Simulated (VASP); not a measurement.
AlB3As4:

```
CELL_PARAMETERS angstrom
3.61301 0.00000 0.00000
-1.80650 3.12896 0.00000
0.00000 0.00000 11.87573
ATOMIC_POSITIONS crystal
Al 0.33333 0.66667 0.00034
B 0.33333 0.66667 0.50034
B 0.66667 0.33333 0.25034
B 0.66667 0.33333 0.75034
As 0.33333 0.66667 0.18766
As 0.33333 0.66667 0.68766
As 0.66667 0.33333 0.43766
As 0.66667 0.33333 0.93766
```

| Quantity | Value |
| --- | --- |
| Program | VASP 6.6.1 |
| Task | relaxation of cell and atoms |
| Functional | PBE |
| Potentials or basis | VASP PAW PBE potentials, release 64 (Al, B, As) |
| Cutoff | 600 eV |
| k mesh | 6 × 6 × 2 |
| Occupations | gaussian, width 0.1 eV |
| Spin | no spin polarisation |

At the start: pressure -0.3 GPa; volume 16.78 Å³/atom.

Task: Where does the relaxation end?

Result: Over 12 steps the energy falls by 158.3 meV/atom and the volume is 16.12 Å³/atom (-4.0 %); space group P3m1 (No. 156, to 0.1 Å) before and after.

Step by step:
```csv
step,energy change (eV),largest force (eV/Å),pressure (GPa),volume (Å³)
1,0.0000,3.9685,-0.28,134.25
2,-0.8091,1.3838,-1.86,133.68
3,-0.8288,1.5521,-1.91,133.57
4,-1.1149,1.1142,0.20,129.45
5,-1.1466,1.1382,1.25,127.70
6,-1.2406,0.5068,0.37,128.29
7,-1.2486,0.4282,0.49,128.16
8,-1.2633,0.1856,-0.30,129.22
9,-1.2635,0.1535,-0.23,129.11
10,-1.2661,0.0488,0.08,128.79
11,-1.2661,0.0489,0.09,128.78
12,-1.2664,0.0321,-0.04,128.93
```

Final structure:
```cif
data_structure
_symmetry_space_group_name_H-M 'P 1'
_symmetry_Int_Tables_number 1
_cell_length_a 3.5267
_cell_length_b 3.5267
_cell_length_c 11.9698
_cell_angle_alpha 90.000
_cell_angle_beta 90.000
_cell_angle_gamma 120.000
_cell_volume 128.93
loop_
_atom_site_label
_atom_site_type_symbol
_atom_site_fract_x
_atom_site_fract_y
_atom_site_fract_z
_atom_site_occupancy
Al1 Al 0.33333 0.66667 0.00407 1
B1 B 0.33333 0.66667 0.50161 1
B2 B 0.66667 0.33333 0.26849 1
B3 B 0.66667 0.33333 0.73433 1
As1 As 0.33333 0.66667 0.21166 1
As2 As 0.33333 0.66667 0.67808 1
As3 As 0.66667 0.33333 0.44475 1
As4 As 0.66667 0.33333 0.90900 1
```
